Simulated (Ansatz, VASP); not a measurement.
## One calculation of Zr2O, two programs

File INCAR:

```
PREC = Accurate
ENCUT = 520
EDIFF = 1E-6
ISMEAR = 0
SIGMA = 0.15
LREAL = False
LASPH = True
NELM = 100
ALGO = Normal
ISIF = 2
LWAVE = False
LCHARG = True
GGA = PS
LELF = True
LVHAR = True
NBANDS = 39
```

Contents of KPOINTS:

```
regular mesh
0
Gamma
  10 10 10
```

The input POSCAR:

```
Zr2O
1.0
    4.8002881848      0.0000000000      0.0000000000
    0.0000000000      4.8002881848      0.0000000000
    0.0000000000      0.0000000000      4.8002881848
Zr O
4 2
Direct
    0.2941915206      0.2058084794      0.7500000000
    0.7058084794      0.2058084794      0.2500000000
    0.2941915206      0.7941915206      0.2500000000
    0.7058084794      0.7941915206      0.7500000000
    0.0000000000      0.0000000000      0.0000000000
    0.5000000000      0.5000000000      0.5000000000
```

Input for Ansatz:

```yaml
crystal:
  lattice:
    - [4.8002881848, 0.0, 0.0]
    - [0.0, 4.8002881848, 0.0]
    - [0.0, 0.0, 4.8002881848]
  atoms:
    - { symbol: Zr, position: [0.2941915206, 0.2058084794, 0.75] }
    - { symbol: Zr, position: [0.7058084794, 0.2058084794, 0.25] }
    - { symbol: Zr, position: [0.2941915206, 0.7941915206, 0.25] }
    - { symbol: Zr, position: [0.7058084794, 0.7941915206, 0.75] }
    - { symbol: O, position: [0.0, 0.0, 0.0] }
    - { symbol: O, position: [0.5, 0.5, 0.5] }
basis:
  ecutwfc: 420
kpoints:
  mp_grid: { grid: [10, 10, 10] }
hamiltonian:
  xc: pbesol
scf:
  occupations: { method: gaussian, width: 0.15 }
output:
  forces: true
  stress: true
  eigenvalues: true
```

Change from the starting cell: mode 1 (-33.3 1/cm) frozen in, largest displacement +0.300 Å.

Alike in both runs: task single point; functional PBEsol; k mesh 10 × 10 × 10; occupations gaussian, width 0.15 eV; no spin polarisation.

|  | VASP | Ansatz |
| --- | --- | --- |
| version | VASP 6.6.1 | Ansatz 0.2.0 |
| potentials or method | VASP PAW PBE potentials, release 64 (Zr_sv, O), cutoff 520 eV | scalar-relativistic, plane waves, PAW |
| valence electrons in the cell | 60 | 60 |

Ansatz gave:

* gap on the k mesh at the Fermi level (eV): none
* pressure (GPa): 4.4
* traceless stress, the component that is largest in VASP (GPa): -0.09
* rms of the force components (eV/Å): 0.755

Q: Which values does VASP return?

A: gap on the k mesh at the Fermi level (eV): none; pressure (GPa): 4.6; traceless stress, the component that is largest in VASP (GPa): -0.10; rms of the force components (eV/Å): 0.759.

VASP's potentials were made for PBE, not for PBEsol. Atom by atom the forces differ by 0.004 eV/Å (rms over components). A gap of «none» marks a metal or a gap that the smearing closes. With one functional, cell and mesh, what is left measures potentials, basis and numerics.
